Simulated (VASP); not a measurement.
# P (Cmce) in VASP: notebook

The runs below take P through single point, with PBE.

All numbers are computed with VASP 6.6.1; they aren't measurements. Logs are shortened: lines on timing, memory, paths and dates and some standing lists are left out, and cuts for length are marked.

## 1. The cell of the first run

It takes space group Cmce (No. 64, orthorhombic). The conventional cell has a = 3.310 Å, b = 11.285 Å, c = 4.695 Å, α = 90.00°, β = 90.00°, γ = 90.00°. Within 3.0 Å of P (site symmetry m) lie 3 P at 2.26 to 2.27 Å.

## 2. Single point, PBE (strain +0.000 along x and y, +0.030 along z)

The input, INCAR:

```
ALGO = Normal
EDIFF = 1E-6
ENCUT = 520
GGA = PE
ISIF = 2
ISMEAR = 0
LASPH = T
LCHARG = T
LELF = T
LREAL = F
LVHAR = T
LWAVE = F
NBANDS = 18
NELM = 60
PREC = Accurate
SIGMA = 0.03
```

The input, KPOINTS:

```
k-points
0
Gamma
  10 10 8
```

The input, POSCAR:

```
P
1.0
    1.6552162270     -5.6427177482      0.0000000000
    1.6552162270      5.6427177482      0.0000000000
    0.0000000000      0.0000000000      4.6945060001
P
4
Direct
    0.0940707809      0.9059292191      0.9137202394
    0.5940707809      0.4059292191      0.5862797606
    0.9059292191      0.0940707809      0.0862797606
    0.4059292191      0.5940707809      0.4137202394
```

Potentials or basis: VASP PAW PBE potentials, release 64 (P).

Launch:

```console
$ cat potpaw_PBE.64/P/POTCAR > POTCAR
$ mpirun -np 1 vasp_std > vasp.out
```

OUTCAR:

```text
EDIFF = 1E-6
   ENCUT = 520
   GGA = PE
   ISIF = 2
   ISMEAR = 0
   LASPH = T
   LREAL = F
   NELM = 60
   PREC = Accurate

 ion  position               nearest neighbor table
   1  0.094  0.906  0.914-   2 2.26   2 2.26   3 2.27
   2  0.594  0.406  0.586-   1 2.26   1 2.26   4 2.27
   3  0.906  0.094  0.086-   4 2.26   4 2.26   1 2.27
   4  0.406  0.594  0.414-   3 2.26   3 2.26   2 2.27

  LATTYP: Found a base centered orthorhombic cell.
 ALAT       =     3.3104324540
 B/A-ratio  =     3.4090517336
 C/A-ratio  =     1.4180944832

  Lattice vectors:

 A1 = (   1.6552162270,  -5.6427177482,   0.0000000000)
 A2 = (   1.6552162270,   5.6427177482,   0.0000000000)
 A3 = (   0.0000000000,   0.0000000000,   4.6945060001)

Analysis of symmetry for initial positions (statically):
=====================================================================
 Subroutine PRICEL returns:
 Original cell was already a primitive cell.

 Routine SETGRP: Setting up the symmetry group for a
 base centered orthorhombic supercell.

 Subroutine GETGRP returns: Found  8 space group operations
 (whereof  4 operations were pure point group operations)
 out of a pool of  8 trial point group operations.

The static configuration has the point symmetry C_2h.
 The point group associated with its full space group is D_2h.

Analysis of symmetry for dynamics (positions and initial velocities):
=====================================================================
 Subroutine PRICEL returns:
 Original cell was already a primitive cell.

 Routine SETGRP: Setting up the symmetry group for a
 base centered orthorhombic supercell.

 Subroutine GETGRP returns: Found  8 space group operations
 (whereof  4 operations were pure point group operations)
 out of a pool of  8 trial point group operations.

The dynamic configuration has the point symmetry C_2h.
 The point group associated with its full space group is D_2h.

 Subroutine INISYM returns: Found  8 space group operations
 (whereof  4 operations are pure point group operations),
 and found     1 'primitive' translations

----------------------------------------------------------------------------------------

                                     Primitive cell

  volume of cell :      87.6926

  direct lattice vectors                    reciprocal lattice vectors
     1.655216227 -5.642717748  0.000000000     0.302075337 -0.088609784  0.000000000
     1.655216227  5.642717748  0.000000000     0.302075337  0.088609784  0.000000000
     0.000000000  0.000000000  4.694506000     0.000000000  0.000000000  0.213014958

  length of vectors
     5.880476541  5.880476541  4.694506000     0.314803436  0.314803436  0.213014958

  position of ions in fractional coordinates (direct lattice)
     0.094070781  0.905929219  0.913720239
     0.594070781  0.405929219  0.586279761
     0.905929219  0.094070781  0.086279761
     0.405929219  0.594070781  0.413720239

  ion indices of the primitive-cell ions
   primitive index   ion index
                 1           1
                 2           2
                 3           3
                 4           4

----------------------------------------------------------------------------------------

 KPOINTS: k-points

Automatic generation of k-mesh.
 Grid dimensions read from file:
 generate k-points for:   10   10    8

 Generating k-lattice:

  Cartesian coordinates                     Fractional coordinates (reciprocal lattice)
     0.030207534 -0.008860978  0.000000000     0.100000000 -0.000000000  0.000000000
     0.030207534  0.008860978  0.000000000    -0.000000000  0.100000000  0.000000000
     0.000000000  0.000000000  0.026626870     0.000000000  0.000000000  0.125000000

  Length of vectors
     0.031480344  0.031480344  0.026626870

  Shift w.r.t. Gamma in fractional coordinates (k-lattice)
     0.000000000  0.000000000  0.000000000

 Subroutine IBZKPT returns following result:
 ===========================================

 Found    155 irreducible k-points:

 Following reciprocal coordinates:
            Coordinates               Weight
  0.000000  0.000000  0.000000      1.000000
  0.100000  0.000000  0.000000      4.000000
  0.200000  0.000000  0.000000      4.000000
  0.300000  0.000000  0.000000      4.000000
  0.400000  0.000000  0.000000      4.000000
  0.500000 -0.000000  0.000000      2.000000
[... 16 lines left out ...]
  0.300000  0.300000  0.000000      2.000000
  0.400000  0.300000  0.000000      4.000000
 [... further k-points ...]
   k-points           NKPTS =    155   k-points in BZ     NKDIM =    155   number of bands    NBANDS=     18
   number of dos      NEDOS =    301   number of ions     NIONS =      4
   total plane-waves  NPLWV =  82944
   dimension x,y,z NGX =    48 NGY =   48 NGZ =   36
   dimension x,y,z NGXF=    96 NGYF=   96 NGZF=   72
   ions per type =               4
   NGX,Y,Z   is equivalent  to a cutoff of  13.57, 13.57, 12.75 a.u.
   NGXF,Y,Z  is equivalent  to a cutoff of  27.14, 27.14, 25.50 a.u.
 SYSTEM =  unknown system
   PREC   = accura    normal or accurate (medium, high low for compatibility)
   ISTART =      0    job   : 0-new  1-cont  2-samecut
   ICHARG =      2    charge: 1-file 2-atom 10-const
   ISPIN  =      1    spin polarized calculation?
   LNONCOLLINEAR =      F non collinear calculations
   LSORBIT =      F    spin-orbit coupling
   LASPH  =      T    aspherical Exc in radial PAW
   ENCUT  =  520.0 eV  38.22 Ry    6.18 a.u.  10.93 10.93  8.73*2*pi/ulx,y,z
   NELM   =     60;   NELMIN=  2; NELMDL= -5     # of ELM steps
   EDIFF  = 0.1E-05   stopping-criterion for ELM
   LREAL  =      F    real-space projection
   EDIFFG = 0.1E-04   stopping-criterion for IOM
   NSW    =      0    number of steps for IOM
   IBRION =     -1    ionic relax: 0-MD 1-quasi-New 2-CG
   NFREE  =      0    steps in history (QN), initial steepest desc. (CG)
   ISIF   =      2    stress and relaxation
   ISYM   =      2    0-nonsym 1-usesym 2-fastsym
   POTIM  = 0.5000    time-step for ionic-motion
   TEBEG  =    0.0;   TEEND  =   0.0 temperature during run
   PSTRESS=    0.0 pullay stress
   NELECT =      20.0000    total number of electrons
   NUPDOWN=      -1.0000    fix difference up-down
   EMIN   =  10.00;   EMAX   =-10.00  energy-range for DOS
   EFERMI =   0.00;   METHOD = LEGACY
   ISMEAR =     0;   SIGMA  =   0.03  broadening in eV -4-tet -1-fermi 0-gaus
   EFERMI_NEDOS =   21; number of points for ismear=-14 and -15
   IALGO  =     38    algorithm
   IMIX   =      4    mixing-type and parameters
     AMIX     =   0.40;   BMIX     =  1.00
     AMIX_MAG =   1.60;   BMIX_MAG =  1.00
  volume/ion in A,a.u.               =      21.92       147.94
  Fermi-wavevector in a.u.,A,eV,Ry     =   1.000224  1.890149 13.611916  1.000448
  Thomas-Fermi vector in A             =   2.132566
   LORBIT       =      0    0 simple, 1 ext, 2 COOP (PROOUT), +10 PAW based schemes
   GGA     = PE    functional components
   LHFCALC =     F    Hartree Fock is set to
   AEXX    =    0.0000 exact exchange contribution
   IVDW    =     0    specifies the selected vdW correction
   LEPSILON=     F    determine dielectric tensor
   LRPA    =     F    only Hartree local field effects (RPA)
 non-spin polarized calculation
 Gauss-broadening in eV      SIGMA  =   0.03
  energy-cutoff  :      520.00
  volume of cell :       87.69
 maximum number of plane-waves:      2380
 NGX is ok and might be reduce to    48
   NGX = 21   NGY = 21   NGZ = 17

 number of electron      19.9999999 magnetization

 Free energy of the ion-electron system (eV)
  ---------------------------------------------------
  ext. energy  EPLUGINS =         0.00000000
  ---------------------------------------------------
  free energy    TOTEN  =       -21.47536010 eV

  energy without entropy =      -21.47536010  energy(sigma->0) =      -21.47536010

 E-fermi :   5.1163     XC(G=0):  -9.1075

 val. band max:        4.9562378268   @ k =   0.5000   0.5000   0.0000
 cond. band min:       5.3319545346   @ k =   0.5000   0.5000   0.0000
 fundamental gap:      0.3757167078
 Fermi energy:         5.1162864169

 k-point     1 :       0.0000    0.0000    0.0000
  band No.  band energies     occupation
      1     -10.1702      2.00000
      2      -7.5693      2.00000
      3      -4.6810      2.00000
      4      -1.2450      2.00000
      5      -0.1249      2.00000
      6       0.3969      2.00000
[... 10 lines left out ...]
     17      11.9101      0.00000
     18      12.3457      0.00000

 k-point     2 :       0.1000    0.0000    0.0000
  band No.  band energies     occupation
      1     -10.0506      2.00000
      2      -7.4525      2.00000
      3      -4.7134      2.00000
      4      -1.1419      2.00000
      5      -0.2595      2.00000
      6       0.4889      2.00000
[... 10 lines left out ...]
     17      11.5358      0.00000
     18      11.8884      0.00000

 k-point     3 :       0.2000    0.0000    0.0000
  band No.  band energies     occupation
      1      -9.6948      2.00000
      2      -7.1029      2.00000
      3      -4.9020      2.00000
      4      -0.9207      2.00000
      5      -0.8481      2.00000
      6      -0.1326      2.00000
[... 10 lines left out ...]
     17      10.2345      0.00000
     18      11.7413      0.00000

 k-point     4 :       0.3000    0.0000    0.0000
  band No.  band energies     occupation
      1      -9.1126      2.00000
      2      -6.5223      2.00000
      3      -5.4483      2.00000
      4      -2.1484      2.00000
      5      -0.6913      2.00000
      6      -0.4320      2.00000
[... 375 lines left out ...]
      4      -1.1093      2.00000
      5      -0.2813      2.00000
      6       0.2795      2.00000
[... 10 lines left out ...]
     17      11.0023      0.00000
     18      11.9868      0.00000

 k-point    23 :       0.3000    0.3000    0.0000
  band No.  band energies     occupation
      1      -8.2652      2.00000
      2      -6.3894      2.00000
      3      -5.8659      2.00000
      4      -3.3498      2.00000
      5      -0.6384      2.00000
      6       0.0413      2.00000
[... 10 lines left out ...]
     17      11.2308      0.00000
     18      12.1037      0.00000

 k-point    24 :       0.4000    0.3000    0.0000
  band No.  band energies     occupation
      1      -9.0381      2.00000
      2      -6.7040      2.00000
      3      -5.4633      2.00000
      4      -2.0419      2.00000
      5      -0.7082      2.00000
      6      -0.1037      2.00000
[... 10 lines left out ...]
     17      11.3242      0.00000
     18      11.4049      0.00000

 [... further k-points ...]
[... 5 lines left out ...]
  --------------------------------------------------------------------------------------
  -------------------------------------------------------------------------------------
  Total       -0.9434868     -0.4241426     -2.1131924      0.0000000     -0.0000000      0.0000000
  in kB      -17.2378641     -7.7492476    -38.6088330      0.0000000     -0.0000000      0.0000000
  external PRESSURE =     -21.1986482 kB  Pullay stress =       0.0000000 kB

 VOLUME and BASIS-vectors are now :
 -----------------------------------------------------------------------------
  energy-cutoff  :      520.00
  volume of cell :       87.69
      direct lattice vectors                 reciprocal lattice vectors
     1.655216227 -5.642717748  0.000000000     0.302075337 -0.088609784  0.000000000
     1.655216227  5.642717748  0.000000000     0.302075337  0.088609784  0.000000000
     0.000000000  0.000000000  4.694506000     0.000000000  0.000000000  0.213014958

 POSITION                                       TOTAL-FORCE (eV/Angst)
 -----------------------------------------------------------------------------------
      1.65522      4.58109      4.28947         0.000000      0.110141     -0.447046
      1.65522     -1.06163      2.75229         0.000000      0.110141      0.447046
      1.65522     -4.58109      0.40504         0.000000     -0.110141      0.447046
      1.65522      1.06163      1.94221         0.000000     -0.110141     -0.447046
 -----------------------------------------------------------------------------------
    total drift:                                0.000000      0.000000     -0.000000

  FREE ENERGIE OF THE ION-ELECTRON SYSTEM (eV)
  ---------------------------------------------------
  free  energy   TOTEN  =       -21.4753600970 eV

  energy  without entropy=      -21.4753600970  energy(sigma->0) =      -21.47536010
```

It took 2.1 min on 1 thread of Intel Xeon 6975P-C (Granite Rapids), shared host; peak memory 0.36 GiB.

Results:

* Free energy: -21.4754 eV
* Pressure: -2.1 GPa
* Largest force: 0.460 eV/Å
* Band gap on the k mesh: 0.38 eV

Forces in eV/Å, atoms in the order of the input:
```
P    0.000  0.110 -0.447
P    0.000  0.110  0.447
P    0.000 -0.110  0.447
P    0.000 -0.110 -0.447
```

Levels at points of the mesh, in eV from the valence-band top:
```tsv
k point	band 7	band 8	band 9	band 10	band 11	band 12	band 13	band 14
(0.00, 0.00, 0.00)	-3.39	-2.47	-1.91	-1.03	0.86	1.56	2.32	2.83
(0.50, 0.00, 0.00)	-3.11	-3.11	-2.34	-2.34	0.77	0.77	1.62	1.62
(0.50, 0.50, 0.00)	-3.46	-1.79	-1.43	0.00	0.38	1.38	2.45	2.75
(0.00, 0.00, 0.50)	-2.63	-2.63	-1.56	-1.56	1.76	1.76	3.12	3.12
(0.50, 0.00, 0.50)	-4.95	-4.95	-1.54	-1.54	1.97	1.97	3.19	3.19
(0.50, 0.50, 0.50)	-2.64	-2.64	-1.81	-1.81	1.78	1.78	2.60	2.60
```

Caveat: the cell differs from its parent crystal (strain +0.000 along x and y, +0.030 along z). A k mesh can miss the band edges.

## 3. Single point, PBE (strain +0.030 along x and y, -0.030 along z)

The input, INCAR:

```
PREC = Accurate
ENCUT = 520
EDIFF = 1E-6
ISMEAR = 0
SIGMA = 0.03
LREAL = F
LASPH = T
NELM = 100
ALGO = Normal
ISIF = 2
LWAVE = F
LCHARG = F
GGA = PE
NBANDS = 18
```

The input, KPOINTS:

```
Automatic mesh
0
Gamma
  10 10 8
```

The input, POSCAR:

```
P
1.0
    1.7048727138     -5.8119992806      0.0000000000
    1.7048727138      5.8119992806      0.0000000000
    0.0000000000      0.0000000000      4.4210396311
P
4
Direct
    0.0940707809      0.9059292191      0.9137202394
    0.5940707809      0.4059292191      0.5862797606
    0.9059292191      0.0940707809      0.0862797606
    0.4059292191      0.5940707809      0.4137202394
```

Potentials or basis: VASP PAW PBE potentials, release 64 (P).

Launch:

```console
$ cat potpaw_PBE.64/P/POTCAR > POTCAR
$ mpirun -np 1 vasp_std > vasp.out
```

Run time: 1.7 min. Hardware: 1 thread of Intel Xeon 6975P-C (Granite Rapids), shared host; peak memory 0.35 GiB.

The run converged. Its results:

```
Free energy            : -21.4331 eV
Pressure               : -2.3 GPa
Largest force          : 0.537 eV/Å
Band gap on the k mesh : 0.08 eV (least direct gap 0.11 eV)
```

Forces on the atoms (eV/Å):
```
P    0.000  0.423  0.330
P    0.000  0.423 -0.330
P    0.000 -0.423 -0.330
P    0.000 -0.423  0.330
```

Stress tensor (GPa, compression positive):
```
-4.02  0.00  0.00
 0.00 -3.78  0.00
 0.00  0.00  1.03
```

Levels at points of the mesh, in eV from the valence-band top:
```csv
k point,band 8,band 9,band 10,band 11,band 12,band 13
"(0.00, 0.00, 0.00)",-2.70,-2.41,-0.67,0.75,0.86,1.70
"(0.50, 0.00, 0.00)",-3.00,-2.41,-2.41,1.02,1.02,1.69
"(0.50, 0.50, 0.00)",-2.60,-1.63,-0.07,0.08,0.69,1.83
"(0.00, 0.00, 0.50)",-3.31,-1.19,-1.19,1.21,1.21,2.77
"(0.50, 0.00, 0.50)",-5.11,-1.76,-1.76,1.70,1.70,4.24
"(0.50, 0.50, 0.50)",-2.78,-1.47,-1.47,1.21,1.21,2.50
```

Caveat: the cell differs from its parent crystal (strain +0.030 along x and y, -0.030 along z); the stress differs along the axes, from -4 to 1 GPa. A k mesh can miss the band edges.

## 4. Single point, PBE (strain +0.015 along x and y, +0.000 along z)

The input, INCAR:

```
SYSTEM = P
ALGO     = Normal         ! electronic algorithm
EDIFF    = 1E-6           ! SCF threshold, eV
ENCUT    = 520            ! plane-wave cutoff, eV
GGA      = PE             ! functional
ISIF     = 2              ! what is computed and relaxed
ISMEAR   = 0              ! smearing method
LASPH    = .TRUE.         ! aspherical terms in the spheres
LCHARG   = .TRUE.         ! write CHGCAR
LELF     = .TRUE.         ! ELF
LREAL    = .FALSE.        ! projectors in reciprocal space
LVHAR    = .TRUE.       
LWAVE    = .FALSE.        ! write WAVECAR
NBANDS   = 18             ! bands
NELM     = 60             ! most SCF steps
PREC     = Accurate       ! precision mode
SIGMA    = 0.03           ! smearing width, eV
```

The input, KPOINTS:

```
k-points
0
G
  10 10 8
  0 0 0
```

The input, POSCAR:

```
P
1.0
    1.6800444704     -5.7273585144      0.0000000000
    1.6800444704      5.7273585144      0.0000000000
    0.0000000000      0.0000000000      4.5577728156
P
4
Direct
    0.0940707809      0.9059292191      0.9137202394
    0.5940707809      0.4059292191      0.5862797606
    0.9059292191      0.0940707809      0.0862797606
    0.4059292191      0.5940707809      0.4137202394
```

Launch:

```console
$ cat potpaw_PBE.64/P/POTCAR > POTCAR
$ mpirun -np 1 vasp_std > vasp.out
```

Wall time 1.8 min (1 thread of Intel Xeon 6975P-C (Granite Rapids), shared host); peak memory 0.36 GiB.

Results (log left out):

* Free energy: -21.4844 eV
* Pressure: -2.2 GPa
* Largest force: 0.278 eV/Å
* Band gap on the k mesh: 0.12 eV

Forces on the atoms (eV/Å):
```
P    0.000  0.272 -0.055
P    0.000  0.272  0.055
P    0.000 -0.272  0.055
P    0.000 -0.272 -0.055
```

Stress tensor (GPa, compression positive):
```
-3.06  0.00  0.00
 0.00 -2.31  0.00
 0.00  0.00 -1.30
```

Levels at points of the mesh, in eV from the valence-band top:
```csv
k point,band 6,band 7,band 8,band 9,band 10,band 11,band 12,band 13,band 14,band 15
"(0.00, 0.00, 0.00)",-4.54,-3.80,-2.48,-2.35,-0.88,0.78,1.16,1.97,2.90,5.27
"(0.50, 0.00, 0.00)",-5.11,-3.10,-3.10,-2.42,-2.42,0.85,0.85,1.61,1.61,3.22
"(0.50, 0.50, 0.00)",-5.06,-3.87,-2.24,-1.57,0.00,0.12,0.99,2.10,2.82,5.19
"(0.00, 0.00, 0.50)",-3.99,-3.02,-3.02,-1.39,-1.39,1.43,1.43,2.91,2.91,4.36
"(0.50, 0.00, 0.50)",-5.25,-5.06,-5.06,-1.69,-1.69,1.81,1.81,3.65,3.65,5.16
"(0.50, 0.50, 0.50)",-3.04,-2.73,-2.73,-1.67,-1.67,1.45,1.45,2.51,2.51,3.07
```

Caveat: the cell differs from its parent crystal (strain +0.015 along x and y, +0.000 along z).

## 5. Overview

```tsv
cell	gap on the mesh (eV)	pressure (GPa)	largest force (eV/Å)
a = 5.880, b = 5.880, c = 4.695 Å, angles 90.0, 90.0, 147.3°, 4 atoms	0.38	-2.1	0.46
a = 6.057, b = 6.057, c = 4.421 Å, angles 90.0, 90.0, 147.3°, 4 atoms	0.08	-2.3	0.54
a = 5.969, b = 5.969, c = 4.558 Å, angles 90.0, 90.0, 147.3°, 4 atoms	0.12	-2.2	0.28
```

Alike in all rows: task single point; level PBE; potentials or basis VASP PAW PBE potentials, release 64 (P); no spin polarisation; k mesh 10 × 10 × 8; cutoff (eV) 520; smearing gaussian 0.03 eV.

Caveats: the stress differs along the axes, from -4 to 1 GPa (at least some runs).

Absolute energies hang on the potentials; compare differences alone.
